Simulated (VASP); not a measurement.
Write the native input for VASP 6.6.1 that does the following.

```yaml
Task: relaxation of cell and atoms
Functional: PBE
Potentials_or_basis: VASP PAW PBE potentials, release 64 (Al, Ir)
Cutoff: 600 eV
k_mesh: 4 × 4 × 4
Occupations: gaussian, width 0.1 eV
Spin: no spin polarisation
Dipole_correction: no
Further_INCAR_settings: ALGO = Fast; EDIFF = 1e-07; IBRION = 2; EDIFFG = -0.04; NSW = 90; ISIF = 3
```

The structure of Al7Ir lies in POSCAR:

```
Al7Ir
1.0
    0.0000000000      3.8745197400      3.8745197400
    3.8745197400      0.0000000000      3.8745197400
    3.8745197400      3.8745197400      0.0000000000
Al Ir
7 1
Direct
    0.5000000000      0.5000000000      0.5000000000
    0.5000000000      0.0000000000      0.0000000000
    0.5000000000      0.0000000000      0.5000000000
    0.0000000000      0.5000000000      0.5000000000
    0.0000000000      0.5000000000      0.0000000000
    0.5000000000      0.5000000000      0.0000000000
    0.0000000000      0.0000000000      0.5000000000
    0.0000000000      0.0000000000      0.0000000000
```

One way to write it, as run:

INCAR

```
SYSTEM = Al7Ir
PREC = Accurate
ENCUT = 600
EDIFF = 1E-7
ISMEAR = 0
SIGMA = 0.1
LREAL = .FALSE.
LASPH = .TRUE.
NELM = 60
ALGO = Fast
ISIF = 3
LWAVE = .FALSE.
LCHARG = .FALSE.
GGA = PE
IBRION = 2
NSW = 90
EDIFFG = -0.04
```

KPOINTS

```
regular mesh
0
G
  4 4 4
  0 0 0
```

Potentials or basis: VASP PAW PBE potentials, release 64 (Al, Ir).

The run is started by

```bash
$ cat potpaw_PBE.64/Al/POTCAR potpaw_PBE.64/Ir/POTCAR > POTCAR
$ mpirun -np 1 vasp_std > vasp.out
```

It gave:

```yaml
Relaxed_volume: 15.34 Å³/atom
Relaxed_cell: a = 5.578 Å, b = 5.578 Å, c = 5.578 Å, α = 60.00°, β = 60.00°, γ = 60.00°
Space_group_after_relaxing_to_0.05_Å: Fm-3m (No. 225)
Energy_gained_by_relaxing: 16.5 meV/atom
Ionic_steps: 3
Pressure_after_relaxing: 0.0 GPa
Band_gap_on_the_k_mesh: zero (band 15 reaches 9.81 eV, above the bottom of band 16 at 7.95 eV)
```

Caveat: spin-orbit coupling is left out, which moves the levels of the heavy elements.

It took 90 s on 1 thread of Intel(R) Xeon(R) Platinum 8488C (Sapphire Rapids), with other jobs on the host, peak memory 0.33 GiB.
